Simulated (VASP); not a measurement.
Ta2O5, 7 atoms in the cell. The structure is orthorhombic, space group Pmmm (No. 47). The conventional cell has a = 3.486 Å, b = 3.666 Å, c = 6.112 Å, α = 90.00°, β = 90.00°, γ = 90.00°. Within 2.4 Å of Ta (site symmetry mmm) lie 6 O at 1.83 to 2.06 Å. Ta (site symmetry mmm) has 6 O at 1.74 to 1.96 Å within 2.3 Å. O (site symmetry mmm) has 2 Ta at 1.83 Å within 2.4 Å. Within 2.8 Å of O (site symmetry mm2) lie 3 Ta at 1.96 to 2.06 Å and 9 O at 2.19 to 2.76 Å. Within 2.4 Å of O (site symmetry mmm) lie 2 Ta at 1.83 Å. O (site symmetry mmm) has 2 Ta at 1.74 Å within 2.3 Å.  This cell differs from its parent crystal: strain -0.050 along x and y, -0.050 along z.

```yaml
Program: VASP 6.6.1
Task: single point
Functional: PBEsol
Potentials_or_basis: VASP PAW PBE potentials, release 64 (Ta_pv, O)
Cutoff: 520 eV
k_mesh: 10 × 10 × 6
Occupations: gaussian, width 0.03 eV
Spin: no spin polarisation
Dipole_correction: no
Further_INCAR_settings: ALGO = Normal; EDIFF = 1e-06; NBANDS = 35
```

Potentials or basis: VASP PAW PBE potentials, release 64 (Ta_pv, O).

Run with:

```console
$ cat potpaw_PBE.64/Ta_pv/POTCAR potpaw_PBE.64/O/POTCAR > POTCAR
$ mpirun -np 1 vasp_std > vasp.out
```

Hardware: 1 thread of Oxide Virtual Turin-like Processor, on a shared host.

Q: How long does it take, and how much memory?

A: Wall time 7.1 min on 1 thread of Oxide Virtual Turin-like Processor, with other jobs on the host, peak memory 0.37 GiB. Counts: scf iterations 15, k points 144.
